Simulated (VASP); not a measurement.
A run of VASP 6.6.1 is set up as follows.

File INCAR:

```
ALGO = Normal
EDIFF = 1E-7
ENCUT = 520
GGA = PE
ISIF = 2
ISMEAR = 0
IVDW = 12
LASPH = T
LCHARG = F
LREAL = F
LWAVE = F
NBANDS = 11
NELM = 60
PREC = Accurate
SIGMA = 0.15
```

The input KPOINTS:

```
k-points
0
Gamma
  30 30 8
```

The input POSCAR:

```
C
1.0
    2.4561701622      0.0000000000      0.0000000000
   -1.2280850811      2.1271057565      0.0000000000
    0.0000000000      0.0000000000      8.5238033600
C
2
Direct
    0.2300872951      0.9487400888      0.0000000000
    0.6666666667      0.3333333333      0.0000000000
```

Potentials or basis: VASP PAW PBE potentials, release 64 (C).

Launch:

```sh
$ cat potpaw_PBE.64/C/POTCAR > POTCAR
$ mpirun -np 1 vasp_std > vasp.out
```

**Question.** Estimate the largest force.

**Answer.** 38.575 eV/Å.

**Question.** What does it give for the band gap on the k mesh?

**Answer.** 0.33 eV (least direct gap 1.14 eV).

**Question.** What does it give for the dispersion energy per atom?

**Answer.** -0.097 eV.

Forces on the atoms (eV/Å):
```
C   -22.245 -31.515   0.000
C    22.245  31.515   0.000
```

Caveat: the cell differs from its parent crystal (atom 1 (C) moved by (-0.600, +0.600) A along x and y); atoms lie so close that the PAW spheres overlap strongly, which falsifies energies and pressures.
